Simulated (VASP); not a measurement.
Set up this calculation in VASP 6.6.1, as the native input.

```yaml
Task: single point
Functional: PBE
Potentials_or_basis: VASP PAW PBE potentials, release 64 (Gd)
Cutoff: 520 eV
k_mesh: 15 × 15 × 15
Occupations: fermi-dirac, width 0.08 eV
Spin: collinear spin, ferromagnetic start
Starting_moments: "[7.0] μB"
Dipole_correction: no
Further_INCAR_settings: ALGO = Normal; EDIFF = 1e-06; NBANDS = 19
```

The structure of Gd lies in POSCAR:

```
Gd
1.0
   -1.8185102715      1.8185102715      1.8185102715
    1.8185102715     -1.8185102715      1.8185102715
    1.8185102715      1.8185102715     -1.8185102715
Gd
1
Direct
    0.0000000000      0.0000000000      0.0000000000
```

This isn't the form of Gd at room conditions, which is hcp.

One way to write it, as run:

INCAR

```
SYSTEM = Gd
PREC = Accurate ; ENCUT = 520
EDIFF = 1E-6 ; ISMEAR = -1
SIGMA = 0.08 ; LREAL = .FALSE.
LASPH = .TRUE. ; NELM = 150
ALGO = Normal ; ISIF = 2
LWAVE = .FALSE. ; LCHARG = .FALSE.
ISPIN = 2 ; MAGMOM = 7
LORBIT = 11 ; LMAXMIX = 6
GGA = PE ; NBANDS = 19
```

KPOINTS

```
Automatic mesh
0
G
  15 15 15
  0 0 0
```

Potentials or basis: VASP PAW PBE potentials, release 64 (Gd).

Run with:

```sh
$ cat potpaw_PBE.64/Gd/POTCAR > POTCAR
$ mpirun -np 1 vasp_std > vasp.out
```

Results of the run:

```json
{
 "Pressure": "18.0 GPa",
 "Net moment": "7.55 μB per cell",
 "Site moments": "Gd +7.02 μB",
 "Valence electrons inside the program's atomic spheres": "Gd 15.40"
}
```

Caveat: the cell stands under pressure.

It took 4.3 min on 1 thread of Intel Xeon 8259CL (shared host), peak memory 0.23 GiB.
